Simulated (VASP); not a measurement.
Crystal: Si5O.

```xyz
6
Lattice="0.0000 3.4152 3.4152 3.4152 0.0000 3.4152 3.4152 3.4152 0.0000" Properties=species:S:1:pos:R:3 pbc="T T T"
Si    1.7076    1.7076    1.7076
Si    4.2615    2.5690    2.5690
Si    4.2615    4.2615    4.2615
Si    2.5690    2.5690    4.2615
Si    2.5690    4.2615    2.5690
O     0.0000    0.0000    0.0000
```

- Program: VASP 6.6.1
- Task: relaxation of cell and atoms
- Functional: PBE
- Potentials or basis: VASP PAW PBE potentials, release 64 (Si, O)
- Cutoff: 600 eV
- k mesh: 4 × 4 × 4
- Occupations: gaussian, width 0.1 eV
- Spin: no spin polarisation

At the start: pressure 10.2 GPa; volume 13.28 Å³/atom.

Where does the relaxation end?

Over 5 steps the energy falls by 41.2 meV/atom and the volume is 14.51 Å³/atom (+9.3 %); space group F-43m (No. 216, to 0.05 Å).

The path:
| step | energy change (eV) | largest force (eV/Å) | pressure (GPa) | volume (Å³) |
| --- | --- | --- | --- | --- |
| 1 | 0.0000 | 0.8182 | 10.15 | 79.67 |
| 2 | -0.2059 | 0.4693 | -2.60 | 89.77 |
| 3 | -0.2439 | 0.1890 | 0.44 | 86.61 |
| 4 | -0.2466 | 0.0503 | -0.20 | 87.20 |
| 5 | -0.2469 | 0.0048 | -0.05 | 87.07 |

Final structure:
```
Si O
1.0
     0.00000    3.51781    3.51781
     3.51781    0.00000    3.51781
     3.51781    3.51781    0.00000
Si O
5 1
Direct
  0.25000 0.25000 0.25000
  0.12276 0.62575 0.62575
  0.62575 0.62575 0.62575
  0.62575 0.62575 0.12276
  0.62575 0.12276 0.62575
  0.00000 0.00000 0.00000
```

Caveat: the k points lie up to 0.39 Å⁻¹ apart in the final cell.
